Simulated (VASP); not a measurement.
**I: single point with PBEsol**

Crystal: I.

```xyz
1
Lattice="0.0000 1.8530 1.8530 1.8530 0.0000 1.8530 1.8530 1.8530 0.0000" Properties=species:S:1:pos:R:3 pbc="T T T"
I     0.0000    0.0000    0.0000
```

This cell differs from its parent crystal: volume scaled by 0.4.

- Program: VASP 6.6.1
- Task: single point
- Functional: PBEsol
- Potentials or basis: VASP PAW PBE potentials, release 64 (I)
- Cutoff: 520 eV
- k mesh: 14 × 14 × 14
- Occupations: fermi-dirac, width 0.05 eV
- Spin: no spin polarisation

```yaml
Pressure: 292.3 GPa
```

Levels at points of the mesh, in eV from the Fermi level:
| k point | band 1 | band 2 | band 3 | band 4 | band 5 | band 6 | band 7 | band 8 |
| --- | --- | --- | --- | --- | --- | --- | --- | --- |
| (0.00, 0.00, 0.00) | -26.31 | 5.76 | 5.76 | 5.76 | 6.37 | 9.55 | 9.55 | 9.55 |
| (0.50, 0.00, 0.00) | -18.17 | -16.27 | 2.02 | 2.02 | 5.99 | 7.95 | 7.95 | 9.80 |
| (0.50, 0.50, 0.00) | -14.62 | -14.31 | -4.84 | -4.84 | 0.31 | 1.47 | 20.34 | 25.43 |

It took 4.8 s on 1 thread of Intel(R) Xeon(R) 6975P-C (Granite Rapids) (shared host), peak memory 0.13 GiB.

Caveat: the PAW data sets were made with another functional, which shifts forces and pressure a little; spin-orbit coupling is left out, which moves the levels of the heavy elements; an odd number of electrons without spin polarisation forces a metal; a magnetic or distorted state may lie lower.
